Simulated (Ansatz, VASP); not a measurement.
One calculation of Ni, two programs

```
Ni
1.0
     0.00000    1.75573    1.75573
     1.75573    0.00000    1.75573
     1.75573    1.75573    0.00000
Ni
1
Direct
  0.00000 0.00000 0.00000
```

Alike in both runs: functional PBE; k mesh 19 × 19 × 19; occupations methfessel-paxton of order 1, width 0.1 eV; no spin polarisation.

Ansatz relaxed the structure, and its values are those at the end. VASP's run is a single point on that final structure, the one shown.

|  | VASP | Ansatz |
| --- | --- | --- |
| version | VASP 6.6.1 | Ansatz 0.2.0 |
| potentials or method | VASP PAW PBE potentials, release 64 (Ni), cutoff 600 eV | plane-wave PAW DFT |
| valence electrons in the cell | 10 | 18 |

Ansatz gave:

* pressure (GPa): 0.0

Task: What did VASP give for the same quantities?

Result: Pressure (GPa): -0.1.

VASP's potentials hold 10 valence electrons a cell and Ansatz's 18, so a difference there can come from the potentials and not from the codes.
